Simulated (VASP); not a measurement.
Input of a VASP 6.6.1 run:

File INCAR:

```
SYSTEM = Si
ALGO = Normal ; EDIFF = 1E-6
ENCUT = 520 ; GGA = PE
ISIF = 2 ; ISMEAR = 0
LASPH = .True. ; LCHARG = .False.
LREAL = Auto ; LWAVE = .False.
NBANDS = 46 ; NELM = 100
PREC = Accurate ; SIGMA = 0.1
```

The input KPOINTS:

```
k-points
0
Gamma
  6 6 1
  0 0 0
```

Contents of POSCAR:

```
Si
1.0
    3.6231943700      0.0000000000      0.0000000000
   -1.8115971800      3.1377783700      0.0000000000
    0.0000000000      0.0000000000     23.7066818500
Si
16
Direct
    0.3333333300      0.6666666700      0.2029999900
    0.6666666700      0.3333333300      0.7029999900
    0.3333333300      0.6666666700      0.5779999900
    0.6666666700      0.3333333300      0.0779999900
    0.0000000000      0.0000000000      0.9529999900
    0.0000000000      0.0000000000      0.4529999900
    0.3333333300      0.6666666700      0.8279999900
    0.6666666700      0.3333333300      0.3279999900
    0.3333333300      0.6666666700      0.9220000100
    0.6666666700      0.3333333300      0.4220000100
    0.0000000000      0.0000000000      0.0470000100
    0.0000000000      0.0000000000      0.5470000100
    0.3333333300      0.6666666700      0.2970000100
    0.6666666700      0.3333333300      0.7970000100
    0.3333333300      0.6666666700      0.6720000100
    0.6666666700      0.3333333300      0.1720000100
```

Potentials or basis: VASP PAW PBE potentials, release 64 (Si).

Run with:

```bash
$ cat potpaw_PBE.64/Si/POTCAR > POTCAR
$ mpirun -np 1 vasp_std > vasp.out
```

(1) What does it give for the pressure?

(2) Estimate the largest force.

Results:

(1) 25.8 GPa.

(2) 0.200 eV/Å.

Caveat: the cell stands under pressure.
